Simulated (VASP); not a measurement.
# Si2HIr2 (I4/mmm) in VASP: single point with r2SCAN

Aim: the single point of Si2HIr2 with r2SCAN.

Program: VASP 6.6.1. These are calculated values, not measurements. Logs are shortened: lines on timing, memory, paths and dates and some standing lists are left out, and cuts for length are marked.

## Step 1: The cell of the first run

The structure is tetragonal, space group I4/mmm (No. 139). The conventional cell has a = 3.738 Å, b = 3.738 Å, c = 9.156 Å, α = 90.00°, β = 90.00°, γ = 90.00°. Si (site symmetry 4mm) has 4 Ir at 2.19 Å and 1 Si at 2.29 Å and 4 H at 2.88 Å within 2.9 Å. Within 3.8 Å of H (site symmetry 4/mmm) lie 10 Si at 2.88 to 3.43 Å and 8 Ir at 2.96 Å and 4 H at 3.74 Å. Ir (site symmetry -4m2) has 4 Si at 2.19 Å and 4 Ir at 2.64 Å and 4 H at 2.96 Å within 3.0 Å.

## Step 2: Single point, r2SCAN

File POSCAR:

```
Si2HIr2
1.0
    0.0000000000      3.7383570000      0.0000000000
    3.7383570000      0.0000000000      0.0000000000
    1.8691780000      1.8691780000     -4.5779850000
Si H Ir
2 1 2
Direct
    0.3750000000      0.3750000000      0.2500000000
    0.6250000000      0.6250000000      0.7500000000
    0.0000000000      0.0000000000      0.0000000000
    0.7500000000      0.2500000000      0.5000000000
    0.2500000000      0.7500000000      0.5000000000
```

File INCAR.step1:

```
SYSTEM = Si2HIr2
  PREC = Accurate
  ENCUT = 620
  ISMEAR = -1
  SIGMA = 0.0639
  LREAL = .False.
  LASPH = .True.
  NELM = 120
  NBANDS = 30
  GGA = PE
  ALGO = Normal
  EDIFF = 1E-5
  LWAVE = .True.
  LCHARG = .False.
  GGA_COMPAT = .False.
```

File INCAR.step2:

```
SYSTEM = Si2HIr2
  PREC = Accurate
  ENCUT = 620
  EDIFF = 1E-6
  ISMEAR = -1
  SIGMA = 0.0639
  LREAL = .False.
  LASPH = .True.
  NELM = 120
  ALGO = Normal
  ISIF = 2
  LWAVE = .False.
  LCHARG = .False.
  METAGGA = R2SCAN
  LMIXTAU = .True.
  NBANDS = 30
  ISTART = 1
  GGA_COMPAT = .False.
```

File KPOINTS:

```
Automatic mesh
0
Gamma
  10 10 10
  0 0 0
```

Potentials or basis: VASP PAW PBE potentials, release 64 (Si, H, Ir_sv_GW).

Launch:

```
cat potpaw_PBE.64/Si/POTCAR potpaw_PBE.64/H/POTCAR potpaw_PBE.64/Ir_sv_GW/POTCAR > POTCAR
cp INCAR.step1 INCAR
mpirun -np 1 vasp_std > vasp.out
cp INCAR.step2 INCAR
mpirun -np 1 vasp_std > vasp.out
```

OUTCAR:

```text
SYSTEM = Si2HIr2
   PREC = Accurate
   ENCUT = 620
   EDIFF = 1E-6
   ISMEAR = -1
   LREAL = .False.
   LASPH = .True.
   NELM = 120
   ISIF = 2
   METAGGA = R2SCAN
   ISTART = 1

 ion  position               nearest neighbor table
   1  0.375  0.375  0.250-   4 2.19   5 2.19   5 2.19   4 2.19   2 2.29
   2  0.625  0.625  0.750-   4 2.19   5 2.19   5 2.19   4 2.19   1 2.29
   3  0.000  0.000  0.000-
   4  0.750  0.250  0.500-   1 2.19   2 2.19   1 2.19   2 2.19   5 2.64   5 2.64   5 2.64   5 2.64

   5  0.250  0.750  0.500-   1 2.19   2 2.19   1 2.19   2 2.19   4 2.64   4 2.64   4 2.64   4 2.64

  LATTYP: Found a body centered tetragonal cell.
 ALAT       =     3.7383570000
 C/A-ratio  =     2.4491962646

  Lattice vectors:

 A1 = (  -1.8691780000,   1.8691790000,   4.5779850000)
 A2 = (   1.8691790000,  -1.8691780000,   4.5779850000)
 A3 = (   1.8691780000,   1.8691780000,  -4.5779850000)

Analysis of symmetry for initial positions (statically):
=====================================================================
 Subroutine PRICEL returns:
 Original cell was already a primitive cell.

 Routine SETGRP: Setting up the symmetry group for a
 body centered tetragonal supercell.

 Subroutine GETGRP returns: Found 16 space group operations
 (whereof 16 operations were pure point group operations)
 out of a pool of 16 trial point group operations.

The static configuration has the point symmetry D_4h.

Analysis of symmetry for dynamics (positions and initial velocities):
=====================================================================
 Subroutine PRICEL returns:
 Original cell was already a primitive cell.

 Routine SETGRP: Setting up the symmetry group for a
 body centered tetragonal supercell.

 Subroutine GETGRP returns: Found 16 space group operations
 (whereof 16 operations were pure point group operations)
 out of a pool of 16 trial point group operations.

The dynamic configuration has the point symmetry D_4h.

 Subroutine INISYM returns: Found 16 space group operations
 (whereof 16 operations are pure point group operations),
 and found     1 'primitive' translations

----------------------------------------------------------------------------------------

                                     Primitive cell

  volume of cell :      63.9788

  direct lattice vectors                    reciprocal lattice vectors
     0.000000000  3.738357000  0.000000000     0.000000000  0.267497192  0.109218328
     3.738357000  0.000000000  0.000000000     0.267497192  0.000000000  0.109218328
     1.869178000  1.869178000 -4.577985000     0.000000000  0.000000000 -0.218436714

  length of vectors
     3.738357000  3.738357000  5.286359754     0.288934925  0.288934925  0.218436714

  position of ions in fractional coordinates (direct lattice)
     0.375000000  0.375000000  0.250000000
     0.625000000  0.625000000  0.750000000
     0.000000000  0.000000000  0.000000000
     0.750000000  0.250000000  0.500000000
     0.250000000  0.750000000  0.500000000

  ion indices of the primitive-cell ions
   primitive index   ion index
                 1           1
                 2           2
                 3           3
                 4           4
                 5           5

----------------------------------------------------------------------------------------

 KPOINTS: Automatic mesh

Automatic generation of k-mesh.
 Grid dimensions read from file:
 generate k-points for:   10   10   10

 Generating k-lattice:

  Cartesian coordinates                     Fractional coordinates (reciprocal lattice)
     0.000000000  0.026749719  0.010921833     0.100000000  0.000000000  0.000000000
     0.026749719  0.000000000  0.010921833     0.000000000  0.100000000  0.000000000
     0.000000000  0.000000000 -0.021843671     0.000000000  0.000000000  0.100000000

  Length of vectors
     0.028893492  0.028893492  0.021843671

  Shift w.r.t. Gamma in fractional coordinates (k-lattice)
     0.000000000  0.000000000  0.000000000

 Subroutine IBZKPT returns following result:
 ===========================================

 Found    102 irreducible k-points:

 Following reciprocal coordinates:
            Coordinates               Weight
  0.000000  0.000000  0.000000      1.000000
  0.100000  0.000000  0.000000      8.000000
  0.200000  0.000000  0.000000      8.000000
  0.300000  0.000000  0.000000      8.000000
  0.400000  0.000000 -0.000000      8.000000
  0.500000  0.000000 -0.000000      4.000000
[... 16 lines left out ...]
  0.300000  0.300000  0.000000      8.000000
  0.400000  0.300000 -0.000000     16.000000
 [... further k-points ...]
   k-points           NKPTS =    102   k-points in BZ     NKDIM =    102   number of bands    NBANDS=     30
   number of dos      NEDOS =    301   number of ions     NIONS =      5
   total plane-waves  NPLWV =  43200
   dimension x,y,z NGX =    30 NGY =   30 NGZ =   48
   dimension x,y,z NGXF=    60 NGYF=   60 NGZF=   96
   ions per type =               2   1   2
   NGX,Y,Z   is equivalent  to a cutoff of  13.34, 13.34, 15.10 a.u.
   NGXF,Y,Z  is equivalent  to a cutoff of  26.68, 26.68, 30.19 a.u.
 SYSTEM =  Si2HIr2
   PREC   = accura    normal or accurate (medium, high low for compatibility)
   ISTART =      1    job   : 0-new  1-cont  2-samecut
   ICHARG =      0    charge: 1-file 2-atom 10-const
   ISPIN  =      1    spin polarized calculation?
   LNONCOLLINEAR =      F non collinear calculations
   LSORBIT =      F    spin-orbit coupling
   LASPH  =      T    aspherical Exc in radial PAW
   ENCUT  =  620.0 eV  45.57 Ry    6.75 a.u.   7.59  7.59 10.73*2*pi/ulx,y,z
   NELM   =    120;   NELMIN=  2; NELMDL=  0     # of ELM steps
   EDIFF  = 0.1E-05   stopping-criterion for ELM
   LREAL  =      F    real-space projection
   EDIFFG = 0.1E-04   stopping-criterion for IOM
   NSW    =      0    number of steps for IOM
   IBRION =     -1    ionic relax: 0-MD 1-quasi-New 2-CG
   NFREE  =      0    steps in history (QN), initial steepest desc. (CG)
   ISIF   =      2    stress and relaxation
   ISYM   =      2    0-nonsym 1-usesym 2-fastsym
   POTIM  = 0.5000    time-step for ionic-motion
   TEBEG  =    0.0;   TEEND  =   0.0 temperature during run
   PSTRESS=    0.0 pullay stress
   NELECT =      43.0000    total number of electrons
   NUPDOWN=      -1.0000    fix difference up-down
   EMIN   =  10.00;   EMAX   =-10.00  energy-range for DOS
   EFERMI =   0.00;   METHOD = LEGACY
   ISMEAR =    -1;   SIGMA  =   0.06  broadening in eV -4-tet -1-fermi 0-gaus
   EFERMI_NEDOS =   21; number of points for ismear=-14 and -15
   IALGO  =     38    algorithm
   IMIX   =      4    mixing-type and parameters
     AMIX     =   0.40;   BMIX     =  1.00
     AMIX_MAG =   1.60;   BMIX_MAG =  1.00
  volume/ion in A,a.u.               =      12.80        86.35
  Fermi-wavevector in a.u.,A,eV,Ry     =   1.434011  2.709887 27.978834  2.056386
  Thomas-Fermi vector in A             =   2.553466
   LORBIT       =      0    0 simple, 1 ext, 2 COOP (PROOUT), +10 PAW based schemes
   METAGGA = R2SCAN    functional components
   LHFCALC =     F    Hartree Fock is set to
   AEXX    =    0.0000 exact exchange contribution
   IVDW    =     0    specifies the selected vdW correction
   LEPSILON=     F    determine dielectric tensor
   LRPA    =     F    only Hartree local field effects (RPA)
 non-spin polarized calculation
  energy-cutoff  :      620.00
  volume of cell :       63.98
 maximum number of plane-waves:      2261
   NGX = 15   NGY = 15   NGZ = 21

 number of electron      43.0000001 magnetization

 Free energy of the ion-electron system (eV)
  ---------------------------------------------------
  ext. energy  EPLUGINS =         0.00000000
  ---------------------------------------------------
  free energy    TOTEN  =      -124.32006654 eV

  energy without entropy =     -124.30030166  energy(sigma->0) =     -124.31018410

 E-fermi :   9.1596     XC(G=0): -12.7852

 val. band max:        9.1439655053   @ k =   0.2000   0.0000   0.0000
 cond. band min:       9.1630602746   @ k =  -0.2000  -0.4000   0.1000
 fundamental gap:      0.0190947693
 Fermi energy:         9.1596311107

 k-point     1 :       0.0000    0.0000    0.0000
  band No.  band energies     occupation
      1     -85.1628      2.00000
      2     -85.0864      2.00000
      3     -41.9349      2.00000
      4     -41.9349      2.00000
      5     -41.3938      2.00000
      6     -41.3642      2.00000
[... 22 lines left out ...]
     29      20.0754      0.00000
     30      20.0754      0.00000

 k-point     2 :       0.1000    0.0000    0.0000
  band No.  band energies     occupation
      1     -85.1612      2.00000
      2     -85.0880      2.00000
      3     -41.9227      2.00000
      4     -41.9213      2.00000
      5     -41.3903      2.00000
      6     -41.3803      2.00000
[... 22 lines left out ...]
     29      19.6622      0.00000
     30      19.8167      0.00000

 k-point     3 :       0.2000    0.0000    0.0000
  band No.  band energies     occupation
      1     -85.1556      2.00000
      2     -85.0934      2.00000
      3     -41.8870      2.00000
      4     -41.8818      2.00000
      5     -41.4259      2.00000
      6     -41.4204      2.00000
[... 22 lines left out ...]
     29      19.2634      0.00000
     30      19.5221      0.00000

 k-point     4 :       0.3000    0.0000    0.0000
  band No.  band energies     occupation
      1     -85.1472      2.00000
      2     -85.1018      2.00000
      3     -41.8300      2.00000
      4     -41.8200      2.00000
      5     -41.4953      2.00000
      6     -41.4849      2.00000
[... 616 lines left out ...]
     29      19.0784      0.00000
     30      20.0137      0.00000

 k-point    23 :       0.3000    0.3000    0.0000
  band No.  band energies     occupation
      1     -85.1375      2.00000
      2     -85.1109      2.00000
      3     -41.9911      2.00000
      4     -41.7989      2.00000
      5     -41.5269      2.00000
      6     -41.3457      2.00000
[... 22 lines left out ...]
     29      18.3668      0.00000
     30      19.3723      0.00000

 k-point    24 :       0.4000    0.3000   -0.0000
  band No.  band energies     occupation
      1     -85.1311      2.00000
      2     -85.1171      2.00000
      3     -41.9875      2.00000
      4     -41.8869      2.00000
      5     -41.4393      2.00000
      6     -41.3337      2.00000
[... 22 lines left out ...]
     29      18.9296      0.00000
     30      19.5048      0.00000

 [... further k-points ...]

------------------------ aborting loop because EDIFF is reached ----------------------------------------

  FORCE on cell =-STRESS in cart. coord.  units (eV):
  Direction    XX          YY          ZZ          XY          YZ          ZX
  --------------------------------------------------------------------------------------
  -------------------------------------------------------------------------------------
  Total       24.3623250     24.3623250     14.6403955      0.0000000      0.0000016      0.0000016
  in kB      610.0892944    610.0892944    366.6295619      0.0000000      0.0000400      0.0000400
  external PRESSURE =     528.9360502 kB  Pullay stress =       0.0000000 kB

 VOLUME and BASIS-vectors are now :
 -----------------------------------------------------------------------------
  energy-cutoff  :      620.00
  volume of cell :       63.98
      direct lattice vectors                 reciprocal lattice vectors
     0.000000000  3.738357000  0.000000000     0.000000000  0.267497192  0.109218328
     3.738357000  0.000000000  0.000000000     0.267497192  0.000000000  0.109218328
     1.869178000  1.869178000 -4.577985000     0.000000000  0.000000000 -0.218436714

 POSITION                                       TOTAL-FORCE (eV/Angst)
 -----------------------------------------------------------------------------------
      1.86918      1.86918     -1.14450         0.000001      0.000001      4.920056
      3.73836      3.73836     -3.43349        -0.000001     -0.000001     -4.920056
      0.00000      0.00000      0.00000         0.000000     -0.000000      0.000000
      1.86918      3.73836     -2.28899         0.000000      0.000000      0.000000
      3.73836      1.86918     -2.28899        -0.000000      0.000000     -0.000000
 -----------------------------------------------------------------------------------
    total drift:                                0.000000     -0.000000      0.000000

  FREE ENERGIE OF THE ION-ELECTRON SYSTEM (eV)
  ---------------------------------------------------
  free  energy   TOTEN  =      -124.3200665364 eV

  energy  without entropy=     -124.3003016575  energy(sigma->0) =     -124.31018410
```

Run time: 15 min. Hardware: 1 thread of Intel Xeon Platinum 8559C (Emerald Rapids), shared host; peak memory 0.38 GiB.

Results:

```yaml
Free_energy: -124.3201 eV
Pressure: 52.9 GPa
Largest_force: 4.920 eV/Å
Band_gap_on_the_k_mesh: zero (an odd number of electrons rules out a gap without spin polarisation)
```

Forces in eV/Å, atoms in the order of the input:
```
Si   0.000  0.000  4.920
Si   0.000  0.000 -4.920
H    0.000  0.000  0.000
Ir   0.000  0.000  0.000
Ir   0.000  0.000  0.000
```

Stress tensor (GPa, compression positive):
```
61.01  0.00  0.00
 0.00 61.01  0.00
 0.00  0.00 36.66
```

Caveat: the stress differs along the axes, from 37 to 61 GPa; the PAW data sets were made with another functional, which shifts forces and pressure a little; spin-orbit coupling is left out, which moves the levels of the heavy elements; an odd number of electrons without spin polarisation forces a metal; a magnetic or distorted state may lie lower.
